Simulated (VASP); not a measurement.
A run of VASP 6.6.1:

Contents of INCAR:

```
SYSTEM = Se
PREC = Accurate
ENCUT = 520
EDIFF = 1E-6
ISMEAR = 0
SIGMA = 0.1
LREAL = .FALSE.
LASPH = .TRUE.
NELM = 100
ALGO = Normal
ISIF = 2
LWAVE = .FALSE.
LCHARG = .TRUE.
GGA = PE
LELF = .TRUE.
LVHAR = .TRUE.
NBANDS = 13
```

Contents of KPOINTS:

```
Automatic mesh
0
G
  6 6 4
  0 0 0
```

File POSCAR:

```
Se
1.0
    4.4584975091      0.0000000000      0.0000000000
   -2.2292487545      3.8611721056      0.0000000000
    0.0000000000      0.0000000000      4.2751604997
Se
2
Direct
    0.3333333333      0.6666666667      0.0000000000
    0.6666666667      0.3333333333      0.0000000000
```

Potentials or basis: VASP PAW PBE potentials, release 64 (Se).

Command:

```sh
$ cat potpaw_PBE.64/Se/POTCAR > POTCAR
$ mpirun -np 1 vasp_std > vasp.out
```

Hardware: 1 thread of Intel(R) Xeon(R) 6975P-C (Granite Rapids) (shared host).

Question: Estimate the wall time of this run.

Answer: It took 7.7 s on 1 thread of Intel(R) Xeon(R) 6975P-C (Granite Rapids), on a shared host, peak memory 0.19 GiB. Counts: scf iterations 12, k points 21.
